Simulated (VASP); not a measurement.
SrO:

```
Sr O
1.0
     0.00000    2.79228    2.79228
     2.79228    0.00000    2.79228
     2.79228    2.79228    0.00000
Sr O
1 1
Direct
  0.00000 0.00000 0.00000
  0.25000 0.25000 0.25000
```

Base run:

```yaml
Program: VASP 6.6.1
Functional: r2SCAN
Potentials_or_basis: VASP PAW PBE potentials, release 64 (Sr_sv, O)
Cutoff: 520 eV
k_mesh: 6 × 6 × 6
Occupations: gaussian, width 0.01 eV
Spin: no spin polarisation
```

Its results: band gap on the k mesh 2.91 eV, indirect (least direct gap 3.75 eV); pressure 0.5 GPa.

The run is repeated on the same cell with these changes: functional from r2SCAN to PBE; cutoff from 520 eV to 600 eV; further incar settings from ALGO = Normal; EDIFF = 1e-07; NBANDS = 15 to ALGO = Normal; EDIFF = 1e-06; NBANDS = 15. What comes out?

Band gap on the k mesh 2.53 eV, indirect (least direct gap 3.37 eV); pressure 1.4 GPa.

Caveats: the PAW data sets were made with another functional, which shifts forces and pressure a little (some runs).

A k mesh can miss the band edges.
